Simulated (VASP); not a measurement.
# C in VASP: single point with PBEsol+D4

Aim: the single point of C with PBEsol+D4.

Everything below comes from runs of VASP 6.6.1. Logs are shortened: lines on timing, memory, paths and dates and some standing lists are left out, and cuts for length are marked.

## (1) The cell of the first run

The cell holds a slab with vacuum, 2 atoms: a = 2.457 Å, b = 2.457 Å, c = 20.877 Å, α = 90.00°, β = 90.00°, γ = 120.00°.

## (2) Single point, PBEsol+D4

INCAR reads:

```
PREC = Accurate
ENCUT = 520
EDIFF = 1E-6
ISMEAR = 0
SIGMA = 0.04
LREAL = F
LASPH = T
NELM = 120
ALGO = Normal
ISIF = 2
LWAVE = F
LCHARG = T
LDIPOL = T
IDIPOL = 3
DIPOL = 0.5 0.5 0.625
GGA = PS
IVDW = 13
LELF = T
LVHAR = T
LVACPOTAV = T
NBANDS = 11
GGA_COMPAT = F
NELMDL = -8
```

KPOINTS reads:

```
regular mesh
0
Gamma
  15 15 1
```

POSCAR reads:

```
C
1.0
    2.4570611710      0.0000000000      0.0000000000
   -1.2285305855      2.1278773927      0.0000000000
    0.0000000000      0.0000000000     20.8772645509
C
2
Direct
    1.0000000000      0.0000000000      0.6249993636
    0.3333333333      0.6666666667      0.6248216415
```

Potentials or basis: VASP PAW PBE potentials, release 64 (C).

Launch:

```sh
> cat potpaw_PBE.64/C/POTCAR > POTCAR
> mpirun -np 1 vasp_std > vasp.out
```

OUTCAR:

```text
PREC = Accurate
   ENCUT = 520
   EDIFF = 1E-6
   ISMEAR = 0
   LREAL = F
   LASPH = T
   NELM = 120
   ISIF = 2
   GGA = PS
   IVDW = 13
   NELMDL = -8

 ion  position               nearest neighbor table
   1  0.000  0.000  0.625-   2 1.42   2 1.42   2 1.42
   2  0.333  0.667  0.625-   1 1.42   1 1.42   1 1.42

  LATTYP: Found a hexagonal cell.
 ALAT       =     2.4570611710
 C/A-ratio  =     8.4968436266

  Lattice vectors:

 A1 = (   2.4570611710,   0.0000000000,   0.0000000000)
 A2 = (  -1.2285305855,   2.1278773927,   0.0000000000)
 A3 = (   0.0000000000,   0.0000000000,  20.8772645509)

Analysis of symmetry for initial positions (statically):
=====================================================================
 Subroutine PRICEL returns:
 Original cell was already a primitive cell.

 Routine SETGRP: Setting up the symmetry group for a
 hexagonal supercell.

 Subroutine GETGRP returns: Found 12 space group operations
 (whereof  6 operations were pure point group operations)
 out of a pool of 24 trial point group operations.

The static configuration has the point symmetry C_3v.
 The point group associated with its full space group is D_3d.

Analysis of symmetry for dynamics (positions and initial velocities):
=====================================================================
 Subroutine PRICEL returns:
 Original cell was already a primitive cell.

 Routine SETGRP: Setting up the symmetry group for a
 hexagonal supercell.

 Subroutine GETGRP returns: Found 12 space group operations
 (whereof  6 operations were pure point group operations)
 out of a pool of 24 trial point group operations.

The dynamic configuration has the point symmetry C_3v.
 The point group associated with its full space group is D_3d.

 Subroutine INISYM returns: Found 12 space group operations
 (whereof  6 operations are pure point group operations),
 and found     1 'primitive' translations

----------------------------------------------------------------------------------------

                                     Primitive cell

  volume of cell :     109.1531

  direct lattice vectors                    reciprocal lattice vectors
     2.457061171  0.000000000  0.000000000     0.406990274  0.234975944  0.000000000
    -1.228530585  2.127877393  0.000000000     0.000000000  0.469951889  0.000000000
     0.000000000  0.000000000 20.877264551     0.000000000  0.000000000  0.047898995

  length of vectors
     2.457061171  2.457061171 20.877264551     0.469951889  0.469951889  0.047898995

  position of ions in fractional coordinates (direct lattice)
     0.000000000  0.000000000  0.624999364
     0.333333333  0.666666667  0.624821641

  ion indices of the primitive-cell ions
   primitive index   ion index
                 1           1
                 2           2

----------------------------------------------------------------------------------------

 KPOINTS: regular mesh

Automatic generation of k-mesh.
 Grid dimensions read from file:
 generate k-points for:   15   15    1

 Generating k-lattice:

  Cartesian coordinates                     Fractional coordinates (reciprocal lattice)
     0.027132685  0.015665063  0.000000000     0.066666667  0.000000000  0.000000000
     0.000000000  0.031330126  0.000000000     0.000000000  0.066666667  0.000000000
     0.000000000  0.000000000  0.047898995     0.000000000  0.000000000  1.000000000

  Length of vectors
     0.031330126  0.031330126  0.047898995

  Shift w.r.t. Gamma in fractional coordinates (k-lattice)
     0.000000000  0.000000000  0.000000000

 Subroutine IBZKPT returns following result:
 ===========================================

 Found     27 irreducible k-points:

 Following reciprocal coordinates:
            Coordinates               Weight
  0.000000  0.000000  0.000000      1.000000
  0.066667  0.000000  0.000000      6.000000
  0.133333  0.000000  0.000000      6.000000
  0.200000  0.000000  0.000000      6.000000
  0.266667  0.000000  0.000000      6.000000
  0.333333  0.000000  0.000000      6.000000
[... 16 lines left out ...]
  0.333333  0.200000  0.000000     12.000000
  0.400000  0.200000  0.000000      6.000000
 [... further k-points ...]
   k-points           NKPTS =     27   k-points in BZ     NKDIM =     27   number of bands    NBANDS=     11
   number of dos      NEDOS =    301   number of ions     NIONS =      2
   total plane-waves  NPLWV =  51840
   dimension x,y,z NGX =    18 NGY =   18 NGZ =  160
   dimension x,y,z NGXF=    36 NGYF=   36 NGZF=  320
   ions per type =               2
   NGX,Y,Z   is equivalent  to a cutoff of  12.18, 12.18, 12.74 a.u.
   NGXF,Y,Z  is equivalent  to a cutoff of  24.36, 24.36, 25.48 a.u.
 SYSTEM =  unknown system
   PREC   = accura    normal or accurate (medium, high low for compatibility)
   ISTART =      0    job   : 0-new  1-cont  2-samecut
   ICHARG =      2    charge: 1-file 2-atom 10-const
   ISPIN  =      1    spin polarized calculation?
   LNONCOLLINEAR =      F non collinear calculations
   LSORBIT =      F    spin-orbit coupling
   LASPH  =      T    aspherical Exc in radial PAW
   ENCUT  =  520.0 eV  38.22 Ry    6.18 a.u.   4.57  4.57 38.82*2*pi/ulx,y,z
   NELM   =    120;   NELMIN=  2; NELMDL= -8     # of ELM steps
   EDIFF  = 0.1E-05   stopping-criterion for ELM
   LREAL  =      F    real-space projection
   EDIFFG = 0.1E-04   stopping-criterion for IOM
   NSW    =      0    number of steps for IOM
   IBRION =     -1    ionic relax: 0-MD 1-quasi-New 2-CG
   NFREE  =      0    steps in history (QN), initial steepest desc. (CG)
   ISIF   =      2    stress and relaxation
   ISYM   =      2    0-nonsym 1-usesym 2-fastsym
   POTIM  = 0.5000    time-step for ionic-motion
   TEBEG  =    0.0;   TEEND  =   0.0 temperature during run
   PSTRESS=    0.0 pullay stress
   NELECT =       8.0000    total number of electrons
   NUPDOWN=      -1.0000    fix difference up-down
   EMIN   =  10.00;   EMAX   =-10.00  energy-range for DOS
   EFERMI =   0.00;   METHOD = LEGACY
   ISMEAR =     0;   SIGMA  =   0.04  broadening in eV -4-tet -1-fermi 0-gaus
   EFERMI_NEDOS =   21; number of points for ismear=-14 and -15
   IALGO  =     38    algorithm
   IMIX   =      4    mixing-type and parameters
     AMIX     =   0.40;   BMIX     =  1.00
     AMIX_MAG =   1.60;   BMIX_MAG =  1.00
  volume/ion in A,a.u.               =      54.58       368.30
  Fermi-wavevector in a.u.,A,eV,Ry     =   0.685109  1.294668  6.386219  0.469374
  Thomas-Fermi vector in A             =   1.764955
   LORBIT       =      0    0 simple, 1 ext, 2 COOP (PROOUT), +10 PAW based schemes
   GGA     = PS    functional components
   LHFCALC =     F    Hartree Fock is set to
   AEXX    =    0.0000 exact exchange contribution
   IVDW    =    13    specifies the selected vdW correction
   LEPSILON=     F    determine dielectric tensor
   LRPA    =     F    only Hartree local field effects (RPA)
 non-spin polarized calculation
 Gauss-broadening in eV      SIGMA  =   0.04
  energy-cutoff  :      520.00
  volume of cell :      109.15
 maximum number of plane-waves:      2988
   NGX =  9   NGY =  9   NGZ = 77

 dipolmoment           0.000000      0.000000     -0.000000 electrons x Angstroem

 number of electron       7.9999997 magnetization

 dipolmoment           0.000000      0.000000      0.000000 electrons x Angstroem

 Free energy of the ion-electron system (eV)
  ---------------------------------------------------
  ext. energy  EPLUGINS =         0.00000000
  ---------------------------------------------------
  free energy    TOTEN  =       -19.28026745 eV

  energy without entropy =      -19.27986625  energy(sigma->0) =      -19.28006685

 E-fermi :  -2.8507     XC(G=0):  -2.1007

 val. band max:       -2.8506997282   @ k =   0.3333   0.3333   0.0000
 cond. band min:      -2.8506995605   @ k =   0.3333   0.3333   0.0000
 fundamental gap:      0.0000001677
 Fermi energy:        -2.8506996441

 k-point     1 :       0.0000    0.0000    0.0000
  band No.  band energies     occupation
      1     -22.4222      2.00000
      2     -10.5729      2.00000
      3      -5.8525      2.00000
      4      -5.8525      2.00000
      5       0.5246      0.00000
      6       1.3293      0.00000
      7       1.4852      0.00000
      8       2.4157      0.00000
      9       2.8116      0.00000
     10       4.8844      0.00000
     11       5.5032      0.00000

 k-point     2 :       0.0667    0.0000    0.0000
  band No.  band energies     occupation
      1     -22.3164      2.00000
      2     -10.4461      2.00000
      3      -6.2784      2.00000
      4      -6.0791      2.00000
      5       0.6678      0.00000
      6       1.4749      0.00000
      7       1.6325      0.00000
      8       2.5618      0.00000
      9       2.9571      0.00000
     10       4.4841      0.00000
     11       5.0237      0.00000

 k-point     3 :       0.1333    0.0000    0.0000
  band No.  band energies     occupation
      1     -21.9999      2.00000
      2     -10.0674      2.00000
      3      -7.4110      2.00000
      4      -6.6523      2.00000
      5       1.0976      0.00000
      6       1.9113      0.00000
      7       2.0744      0.00000
      8       2.9996      0.00000
      9       3.3937      0.00000
     10       4.9170      0.00000
     11       5.4052      0.00000
[... 267 lines left out ...]
 k-point    23 :       0.3333    0.2000    0.0000
  band No.  band energies     occupation
      1     -17.4535      2.00000
      2     -14.5028      2.00000
      3     -11.6078      2.00000
      4      -5.0289      2.00000
      5      -0.8013      0.00000
      6       7.4456      0.00000
      7       7.9502      0.00000
      8       8.1384      0.00000
      9       8.7018      0.00000
     10       9.1964      0.00000
     11       9.9261      0.00000

 k-point    24 :       0.4000    0.2000    0.0000
  band No.  band energies     occupation
      1     -16.4901      2.00000
      2     -15.5784      2.00000
      3     -11.7394      2.00000
      4      -4.3678      2.00000
      5      -1.5526      0.00000
      6       8.0616      0.00000
      7       8.4628      0.00000
      8       9.1999      0.00000
      9       9.4107      0.00000
     10      10.4848      0.00000
     11      10.7516      0.00000

 [... further k-points ...]

------------------------ aborting loop because EDIFF is reached ----------------------------------------

  DFT-D4 for vdW energy calculation

  Edisp (eV):   -0.09777

  FORCE on cell =-STRESS in cart. coord.  units (eV):
  Direction    XX          YY          ZZ          XY          YZ          ZX
  --------------------------------------------------------------------------------------
  -------------------------------------------------------------------------------------
  Total       0.11427     0.11427    -0.01101     0.00000     0.00000     0.00000
  in kB       1.67733     1.67733    -0.16154     0.00000     0.00000     0.00000
  external pressure =        1.06 kB  Pullay stress =        0.00 kB

 VOLUME and BASIS-vectors are now :
 -----------------------------------------------------------------------------
  energy-cutoff  :      520.00
  volume of cell :      109.15
      direct lattice vectors                 reciprocal lattice vectors
     2.457061171  0.000000000  0.000000000     0.406990274  0.234975944  0.000000000
    -1.228530585  2.127877393  0.000000000     0.000000000  0.469951889  0.000000000
     0.000000000  0.000000000 20.877264551     0.000000000  0.000000000  0.047898995

 POSITION                                       TOTAL-FORCE (eV/Angst)
 -----------------------------------------------------------------------------------
      0.00000      0.00000     13.04828         0.000000      0.000000     -0.062728
     -0.00000      1.41858     13.04457        -0.000000      0.000000      0.062728
 -----------------------------------------------------------------------------------
    total drift:                                0.000000     -0.000000      0.000002

  FREE ENERGIE OF THE ION-ELECTRON SYSTEM (eV)
  ---------------------------------------------------
  free  energy   TOTEN  =       -19.3780398593 eV

  energy  without entropy=      -19.3776386578  energy(sigma->0) =      -19.37783926

 vacuum level on the upper side and lower side of the slab         1.449         1.449
```

Wall time 78 s (1 thread of Intel Xeon 8259CL, shared host); peak memory 0.21 GiB.

Results:

- Free energy: -19.3780 eV
- Largest force: 0.063 eV/Å
- Band gap on the k mesh: zero (filled and empty bands touch)
- Dispersion energy per atom: -0.049 eV

Forces in eV/Å, atoms in the order of the input:
```
C    0.000  0.000 -0.063
C    0.000  0.000  0.063
```

Levels at points of the mesh, in eV from the Fermi level:
```
           k point  band 1  band 2  band 3  band 4  band 5  band 6  band 7  band 8  band 9
(0.00, 0.00, 0.00)  -19.57   -7.72   -3.00   -3.00    3.38    4.18    4.34    5.27    5.66
```

Caveat: the PAW data sets were made with another functional, which shifts forces and pressure a little.
